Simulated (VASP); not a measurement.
Bi2Te2O3, 7 atoms in the cell. The structure is hexagonal, space group P-6m2 (No. 187). The conventional cell has a = 4.537 Å, b = 4.537 Å, c = 8.580 Å, α = 90.00°, β = 90.00°, γ = 120.00°. Within 3.0 Å of Bi (site symmetry 3m) lie 1 O at 2.24 Å. Within 4.4 Å of Te (site symmetry -6m2) lie 6 Bi at 3.33 Å and 2 Te at 4.29 Å. Te (site symmetry -6m2) has 9 O at 2.62 to 2.72 Å and 6 Bi at 3.44 Å within 3.5 Å. O (site symmetry 3m) has 1 O at 1.49 Å within 2.0 Å. Within 3.0 Å of O (site symmetry -6m2) lie 2 Bi at 2.24 Å and 3 Te at 2.62 Å and 6 O at 2.72 Å. 

| Property | Result |
| --- | --- |
| Program | VASP 6.6.1 |
| Task | single point |
| Functional | PBE |
| Potentials or basis | VASP PAW PBE potentials, release 64 (Bi_d, Te, O) |
| Cutoff | 520 eV |
| k mesh | 3 × 3 × 2 |
| Occupations | gaussian, width 0.15 eV |
| Spin | no spin polarisation |
| Dipole correction | no |
| Further INCAR settings | ALGO = Normal; EDIFF = 1e-06; NBANDS = 39 |

Potentials or basis: VASP PAW PBE potentials, release 64 (Bi_d, Te, O).

Command:

```sh
$ cat potpaw_PBE.64/Bi_d/POTCAR potpaw_PBE.64/Te/POTCAR potpaw_PBE.64/O/POTCAR > POTCAR
$ mpirun -np 1 vasp_std > vasp.out
```

Hardware: 1 thread of AMD EPYC 7R43 64-Core Processor (Zen 3), on a shared host.

Problem. Estimate the wall time of this run.

Solution. It took 73 s on 1 thread of AMD EPYC 7R43 64-Core Processor (Zen 3) (shared host), peak memory 0.24 GiB. Counts: scf iterations 17, k points 6.
